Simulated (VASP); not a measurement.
# ZrB2 (P6/mmm) in VASP: a series of runs

ZrB2 is run at these levels: PBE; tasks: single point.

Program: VASP 6.6.1. These are calculated values, not measurements. Logs are shortened: lines on timing, memory, paths and dates and some standing lists are left out, and cuts for length are marked.

## Step 1: The cell of the first run

Symmetry: P6/mmm, No. 191, hexagonal system. The conventional cell has a = 3.150 Å, b = 3.150 Å, c = 3.518 Å, α = 90.00°, β = 90.00°, γ = 120.00°. Within 3.3 Å of Zr (site symmetry 6/mmm) lie 12 B at 2.53 Å and 6 Zr at 3.15 Å. B (site symmetry -6m2) has 3 B at 1.82 Å within 2.4 Å.

## Step 2: Single point, PBE

File INCAR:

```
PREC = Accurate ; ENCUT = 500
EDIFF = 1E-6 ; ISMEAR = 1
SIGMA = 0.05 ; LREAL = F
LASPH = T ; NELM = 120
ALGO = Normal ; ISIF = 2
LWAVE = F ; LCHARG = T
GGA = PE ; LELF = T
LVHAR = T ; NBANDS = 16
GGA_COMPAT = F
```

File KPOINTS:

```
Automatic mesh
0
Gamma
  8 8 6
```

File POSCAR:

```
ZrB2
1.0
    3.1500605041      0.0000000000      0.0000000000
   -1.5750302520      2.7280324200      0.0000000000
    0.0000000000      0.0000000000      3.5176846097
Zr B
1 2
Direct
    0.0000000000      0.0000000000      0.0000000000
    0.3333333333      0.6666666667      0.5000000000
    0.6666666667      0.3333333333      0.5000000000
```

Potentials or basis: VASP PAW PBE potentials, release 64 (Zr_sv, B).

On the command line:

```bash
cat potpaw_PBE.64/Zr_sv/POTCAR potpaw_PBE.64/B/POTCAR > POTCAR
mpirun -np 1 vasp_std > vasp.out
```

OUTCAR:

```text
PREC = Accurate
   ENCUT = 500
   EDIFF = 1E-6
   ISMEAR = 1
   LREAL = F
   LASPH = T
   NELM = 120
   ISIF = 2
   GGA = PE

 ion  position               nearest neighbor table
   1  0.000  0.000  0.000-   2 2.53   3 2.53   2 2.53   3 2.53   2 2.53   2 2.53   3 2.53   3 2.53
                             3 2.53   3 2.53   2 2.53   2 2.53
   2  0.333  0.667  0.500-   3 1.82   3 1.82   3 1.82   1 2.53   1 2.53   1 2.53   1 2.53   1 2.53
                             1 2.53
   3  0.667  0.333  0.500-   2 1.82   2 1.82   2 1.82   1 2.53   1 2.53   1 2.53   1 2.53   1 2.53
                             1 2.53

  LATTYP: Found a hexagonal cell.
 ALAT       =     3.1500605041
 C/A-ratio  =     1.1167038237

  Lattice vectors:

 A1 = (   3.1500605041,   0.0000000000,   0.0000000000)
 A2 = (  -1.5750302520,   2.7280324200,   0.0000000000)
 A3 = (   0.0000000000,   0.0000000000,   3.5176846097)

Analysis of symmetry for initial positions (statically):
=====================================================================
 Subroutine PRICEL returns:
 Original cell was already a primitive cell.

 Routine SETGRP: Setting up the symmetry group for a
 hexagonal supercell.

 Subroutine GETGRP returns: Found 24 space group operations
 (whereof 24 operations were pure point group operations)
 out of a pool of 24 trial point group operations.

The static configuration has the point symmetry D_6h.

Analysis of symmetry for dynamics (positions and initial velocities):
=====================================================================
 Subroutine PRICEL returns:
 Original cell was already a primitive cell.

 Routine SETGRP: Setting up the symmetry group for a
 hexagonal supercell.

 Subroutine GETGRP returns: Found 24 space group operations
 (whereof 24 operations were pure point group operations)
 out of a pool of 24 trial point group operations.

The dynamic configuration has the point symmetry D_6h.

 Subroutine INISYM returns: Found 24 space group operations
 (whereof 24 operations are pure point group operations),
 and found     1 'primitive' translations

----------------------------------------------------------------------------------------

                                     Primitive cell

  volume of cell :      30.2291

  direct lattice vectors                    reciprocal lattice vectors
     3.150060504  0.000000000  0.000000000     0.317454220  0.183282279  0.000000000
    -1.575030252  2.728032420  0.000000000     0.000000000  0.366564559  0.000000000
     0.000000000  0.000000000  3.517684610     0.000000000  0.000000000  0.284277902

  length of vectors
     3.150060504  3.150060504  3.517684610     0.366564559  0.366564559  0.284277902

  position of ions in fractional coordinates (direct lattice)
     0.000000000  0.000000000  0.000000000
     0.333333333  0.666666667  0.500000000
     0.666666667  0.333333333  0.500000000

  ion indices of the primitive-cell ions
   primitive index   ion index
                 1           1
                 2           2
                 3           3

----------------------------------------------------------------------------------------

 KPOINTS: Automatic mesh

Automatic generation of k-mesh.
 Grid dimensions read from file:
 generate k-points for:    8    8    6

 Generating k-lattice:

  Cartesian coordinates                     Fractional coordinates (reciprocal lattice)
     0.039681777  0.022910285  0.000000000     0.125000000  0.000000000  0.000000000
     0.000000000  0.045820570  0.000000000     0.000000000  0.125000000  0.000000000
     0.000000000  0.000000000  0.047379650     0.000000000  0.000000000  0.166666667

  Length of vectors
     0.045820570  0.045820570  0.047379650

  Shift w.r.t. Gamma in fractional coordinates (k-lattice)
     0.000000000  0.000000000  0.000000000

 Subroutine IBZKPT returns following result:
 ===========================================

 Found     40 irreducible k-points:

 Following reciprocal coordinates:
            Coordinates               Weight
  0.000000  0.000000  0.000000      1.000000
  0.125000  0.000000  0.000000      6.000000
  0.250000  0.000000  0.000000      6.000000
  0.375000  0.000000  0.000000      6.000000
  0.500000  0.000000  0.000000      3.000000
  0.125000  0.125000  0.000000      6.000000
[... 16 lines left out ...]
  0.250000  0.000000  0.333333     12.000000
  0.375000  0.000000  0.333333     12.000000
 [... further k-points ...]
   k-points           NKPTS =     40   k-points in BZ     NKDIM =     40   number of bands    NBANDS=     16
   number of dos      NEDOS =    301   number of ions     NIONS =      3
   total plane-waves  NPLWV =  16128
   dimension x,y,z NGX =    24 NGY =   24 NGZ =   28
   dimension x,y,z NGXF=    48 NGYF=   48 NGZF=   56
   ions per type =               1   2
   NGX,Y,Z   is equivalent  to a cutoff of  12.67, 12.67, 13.23 a.u.
   NGXF,Y,Z  is equivalent  to a cutoff of  25.33, 25.33, 26.47 a.u.
 SYSTEM =  unknown system
   PREC   = accura    normal or accurate (medium, high low for compatibility)
   ISTART =      0    job   : 0-new  1-cont  2-samecut
   ICHARG =      2    charge: 1-file 2-atom 10-const
   ISPIN  =      1    spin polarized calculation?
   LNONCOLLINEAR =      F non collinear calculations
   LSORBIT =      F    spin-orbit coupling
   LASPH  =      T    aspherical Exc in radial PAW
   ENCUT  =  500.0 eV  36.75 Ry    6.06 a.u.   5.74  5.74  6.41*2*pi/ulx,y,z
   NELM   =    120;   NELMIN=  2; NELMDL= -5     # of ELM steps
   EDIFF  = 0.1E-05   stopping-criterion for ELM
   LREAL  =      F    real-space projection
   EDIFFG = 0.1E-04   stopping-criterion for IOM
   NSW    =      0    number of steps for IOM
   IBRION =     -1    ionic relax: 0-MD 1-quasi-New 2-CG
   NFREE  =      0    steps in history (QN), initial steepest desc. (CG)
   ISIF   =      2    stress and relaxation
   ISYM   =      2    0-nonsym 1-usesym 2-fastsym
   POTIM  = 0.5000    time-step for ionic-motion
   TEBEG  =    0.0;   TEEND  =   0.0 temperature during run
   PSTRESS=    0.0 pullay stress
   NELECT =      18.0000    total number of electrons
   NUPDOWN=      -1.0000    fix difference up-down
   EMIN   =  10.00;   EMAX   =-10.00  energy-range for DOS
   EFERMI =   0.00;   METHOD = LEGACY
   ISMEAR =     1;   SIGMA  =   0.05  broadening in eV -4-tet -1-fermi 0-gaus
   EFERMI_NEDOS =   21; number of points for ismear=-14 and -15
   IALGO  =     38    algorithm
   IMIX   =      4    mixing-type and parameters
     AMIX     =   0.40;   BMIX     =  1.00
     AMIX_MAG =   1.60;   BMIX_MAG =  1.00
  volume/ion in A,a.u.               =      10.08        68.00
  Fermi-wavevector in a.u.,A,eV,Ry     =   1.377285  2.602692 25.809090  1.896915
  Thomas-Fermi vector in A             =   2.502452
   LORBIT       =      0    0 simple, 1 ext, 2 COOP (PROOUT), +10 PAW based schemes
   GGA     = PE    functional components
   LHFCALC =     F    Hartree Fock is set to
   AEXX    =    0.0000 exact exchange contribution
   IVDW    =     0    specifies the selected vdW correction
   LEPSILON=     F    determine dielectric tensor
   LRPA    =     F    only Hartree local field effects (RPA)
 non-spin polarized calculation
 Methfessel and Paxton  Order N= 1 SIGMA  =   0.05
  energy-cutoff  :      500.00
  volume of cell :       30.23
 maximum number of plane-waves:       784
 NGX is ok and might be reduce to    24
   NGX = 11   NGY = 11   NGZ = 13

 number of electron      18.0000000 magnetization

 Free energy of the ion-electron system (eV)
  ---------------------------------------------------
  ext. energy  EPLUGINS =         0.00000000
  ---------------------------------------------------
  free energy    TOTEN  =       -24.96577255 eV

  energy without entropy =      -24.96547982  energy(sigma->0) =      -24.96567497

 E-fermi :  10.9020     XC(G=0): -12.5227

 val. band max:       10.5394316900   @ k =   0.1250   0.0000   0.3333
 cond. band min:      10.9173070826   @ k =   0.3750   0.1250   0.0000
 fundamental gap:      0.3778753926
 Fermi energy:        10.9020435503

 k-point     1 :       0.0000    0.0000    0.0000
  band No.  band energies     occupation
      1     -37.8620      2.00000
      2     -16.0622      2.00000
      3     -15.4760      2.00000
      4     -15.4760      2.00000
      5      -2.0978      2.00000
      6       8.0642      2.00000
[... 8 lines left out ...]
     15      15.9396      0.00000
     16      15.9396      0.00000

 k-point     2 :       0.1250    0.0000    0.0000
  band No.  band energies     occupation
      1     -37.8438      2.00000
      2     -16.0353      2.00000
      3     -15.6324      2.00000
      4     -15.5099      2.00000
      5      -1.7835      2.00000
      6       7.2148      2.00000
[... 8 lines left out ...]
     15      16.9719      0.00000
     16      17.6066      0.00000

 k-point     3 :       0.2500    0.0000    0.0000
  band No.  band energies     occupation
      1     -37.7995      2.00000
      2     -15.9936      2.00000
      3     -15.9697      2.00000
      4     -15.5907      2.00000
      5      -0.9160      2.00000
      6       5.5133      2.00000
[... 8 lines left out ...]
     15      17.9795      0.00000
     16      19.6702      0.00000

 k-point     4 :       0.3750    0.0000    0.0000
  band No.  band energies     occupation
      1     -37.7547      2.00000
      2     -16.3351      2.00000
      3     -15.9031      2.00000
      4     -15.6700      2.00000
      5       0.3538      2.00000
      6       3.7003      2.00000
[... 8 lines left out ...]
     15      19.7706      0.00000
     16      20.3204      0.00000

 k-point     5 :       0.5000    0.0000    0.0000
  band No.  band energies     occupation
      1     -37.7360      2.00000
      2     -16.4714      2.00000
      3     -15.8752      2.00000
      4     -15.7024      2.00000
      5       1.6799      2.00000
      6       2.1935      2.00000
[... 8 lines left out ...]
     15      18.6230      0.00000
     16      20.8987      0.00000

 k-point     6 :       0.1250    0.1250    0.0000
  band No.  band energies     occupation
      1     -37.8125      2.00000
      2     -15.9890      2.00000
      3     -15.8728      2.00000
      4     -15.5855      2.00000
      5      -1.1920      2.00000
      6       6.1382      2.00000
[... 8 lines left out ...]
     15      17.6386      0.00000
     16      18.3605      0.00000

 k-point     7 :       0.2500    0.1250    0.0000
  band No.  band energies     occupation
      1     -37.7679      2.00000
      2     -16.1850      2.00000
      3     -15.9227      2.00000
      4     -15.7044      2.00000
      5      -0.1178      2.00000
      6       4.6440      2.00000
[... 8 lines left out ...]
     15      18.3279      0.00000
     16      20.2782      0.00000

 k-point     8 :       0.3750    0.1250    0.0000
  band No.  band energies     occupation
      1     -37.7361      2.00000
      2     -16.3956      2.00000
      3     -15.8753      2.00000
      4     -15.7886      2.00000
      5       1.2949      2.00000
      6       2.9732      2.00000
[... 8 lines left out ...]
     15      19.8382      0.00000
     16      20.2651      0.00000

 k-point     9 :       0.2500    0.2500    0.0000
  band No.  band energies     occupation
      1     -37.7361      2.00000
      2     -16.2884      2.00000
      3     -15.9061      2.00000
      4     -15.8755      2.00000
      5       1.1133      2.00000
      6       3.8727      2.00000
[... 8 lines left out ...]
     15      19.3953      0.00000
     16      21.0360      0.00000
[... 172 lines left out ...]
 k-point    19 :       0.2500    0.2500    0.1667
  band No.  band energies     occupation
      1     -37.7314      2.00000
      2     -16.2733      2.00000
      3     -15.9547      2.00000
      4     -15.8941      2.00000
      5       1.1311      2.00000
      6       3.7542      2.00000
[... 8 lines left out ...]
     15      20.7340      0.00000
     16      21.0208      0.00000

 k-point    20 :       0.3750    0.2500    0.1667
  band No.  band energies     occupation
      1     -37.7182      2.00000
      2     -16.2790      2.00000
      3     -16.0131      2.00000
      4     -15.9330      2.00000
      5       2.2410      2.00000
      6       2.7042      2.00000
[... 8 lines left out ...]
     15      21.2605      0.00000
     16      21.6529      0.00000

 k-point    21 :       0.0000    0.0000    0.3333
  band No.  band energies     occupation
      1     -37.8465      2.00000
      2     -16.3541      2.00000
      3     -15.4557      2.00000
      4     -15.4557      2.00000
      5      -0.6983      2.00000
      6       4.6403      2.00000
[... 8 lines left out ...]
     15      18.2545      0.00000
     16      20.8541      0.00000

 k-point    22 :       0.1250    0.0000    0.3333
  band No.  band energies     occupation
      1     -37.8285      2.00000
      2     -16.3194      2.00000
      3     -15.6062      2.00000
      4     -15.4881      2.00000
      5      -0.5244      2.00000
      6       4.9513      2.00000
[... 8 lines left out ...]
     15      18.5275      0.00000
     16      20.1577      0.00000

 k-point    23 :       0.2500    0.0000    0.3333
  band No.  band energies     occupation
      1     -37.7846      2.00000
      2     -16.2345      2.00000
      3     -15.9550      2.00000
      4     -15.5653      2.00000
      5      -0.0644      2.00000
      6       5.2065      2.00000
[... 8 lines left out ...]
     15      19.1420      0.00000
     16      20.9410      0.00000

 k-point    24 :       0.3750    0.0000    0.3333
  band No.  band energies     occupation
      1     -37.7403      2.00000
      2     -16.2887      2.00000
      3     -16.1454      2.00000
      4     -15.6412      2.00000
      5       0.5674      2.00000
      6       3.8090      2.00000
[... 8 lines left out ...]
     15      19.4819      0.00000
     16      22.3829      0.00000

 [... further k-points ...]
[... 5 lines left out ...]
  --------------------------------------------------------------------------------------
  -------------------------------------------------------------------------------------
  Total        1.0042669      1.0042669      0.9447716      0.0000000      0.0000000     -0.0000000
  in kB       53.2272991     53.2272991     50.0739762      0.0000000      0.0000000     -0.0000000
  external PRESSURE =      52.1761915 kB  Pullay stress =       0.0000000 kB

 VOLUME and BASIS-vectors are now :
 -----------------------------------------------------------------------------
  energy-cutoff  :      500.00
  volume of cell :       30.23
      direct lattice vectors                 reciprocal lattice vectors
     3.150060504  0.000000000  0.000000000     0.317454220  0.183282279  0.000000000
    -1.575030252  2.728032420  0.000000000     0.000000000  0.366564559  0.000000000
     0.000000000  0.000000000  3.517684610     0.000000000  0.000000000  0.284277902

 POSITION                                       TOTAL-FORCE (eV/Angst)
 -----------------------------------------------------------------------------------
      0.00000      0.00000      0.00000         0.000000      0.000000      0.000000
     -0.00000      1.81869      1.75884        -0.000000      0.000000      0.000000
      1.57503      0.90934      1.75884         0.000000      0.000000      0.000000
 -----------------------------------------------------------------------------------
    total drift:                               -0.000000      0.000000     -0.000000

  FREE ENERGIE OF THE ION-ELECTRON SYSTEM (eV)
  ---------------------------------------------------
  free  energy   TOTEN  =       -24.9657725518 eV

  energy  without entropy=      -24.9654798165  energy(sigma->0) =      -24.96567497
```

It took 16 s on 1 thread of Intel Xeon Platinum 8259CL at 2.50GHz (Skylake/Cascade Lake), shared host; peak memory 0.15 GiB.

Results:

```yaml
Free_energy: -24.9658 eV
Pressure: 5.2 GPa
Band_gap_on_the_k_mesh: zero (band 9 reaches 11.51 eV, above the bottom of band 10 at 10.92 eV)
```

Stress tensor (GPa, compression positive):
```
5.32 0.00 0.00
0.00 5.32 0.00
0.00 0.00 5.01
```

Levels at points of the mesh, in eV from the Fermi level:
| k point | band 6 | band 7 | band 8 | band 9 | band 10 | band 11 | band 12 | band 13 |
| --- | --- | --- | --- | --- | --- | --- | --- | --- |
| (0.00, 0.00, 0.00) | -2.84 | -2.84 | -2.81 | -2.54 | 3.29 | 3.29 | 4.06 | 4.06 |
| (0.50, 0.00, 0.00) | -8.71 | -4.15 | -3.26 | -2.91 | 2.07 | 2.16 | 4.87 | 4.93 |
| (0.00, 0.00, 0.50) | -7.20 | -1.15 | -1.15 | 0.17 | 0.17 | 0.61 | 0.61 | 1.65 |
| (0.50, 0.00, 0.50) | -7.21 | -4.85 | -4.37 | -2.15 | 3.62 | 3.99 | 5.24 | 6.18 |

(Part 1 of 3 ends here.)
